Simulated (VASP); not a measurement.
Runs of VASP 6.6.1 on SiB6. The structure is that of space group R3m (No. 160), or close to it. The cells are those of the table. 

```tsv
task	cell	k mesh	cutoff (eV)	gap on the mesh (eV)	pressure (GPa)	relaxed volume (Å³/atom)	largest force (eV/Å)
single point	a = 4.140 Å, angles 78.1°, 7 atoms	6 × 6 × 6	520	none	45.1	-	(b)
single point	a = 4.549 Å, angles 60.7°, 7 atoms	6 × 6 × 6	520	none	0.1	-	0.02
relaxation of cell and atoms	relaxed from a = 4.140 Å, angles 78.1°, 7 atoms	6 × 6 × 6	600	-	-0.3	(a)	0.04
single point	a = 4.547 Å, angles 60.8°, 7 atoms	12 × 12 × 12	520	none	0.0	-	0.02
relaxation of cell and atoms	relaxed from a = 4.549 Å, angles 60.7°, 7 atoms	12 × 12 × 12	600	none	0.0	9.66	-
```

Alike in all rows: level PBE; potentials or basis VASP PAW PBE potentials, release 64 (Si, B); no spin polarisation; smearing gaussian 0.1 eV.

Question: Estimate the missing entries.

Answer: (a) 8.76; (b) 38.71.

Caveats: forces of over 1 eV/Å act on the atoms, so gaps and moduli don't describe the material at rest (some runs); the bands computed are all filled at some k points, so no gap is given (some runs).

A gap of «none» marks levels without a gap at the run's occupations.
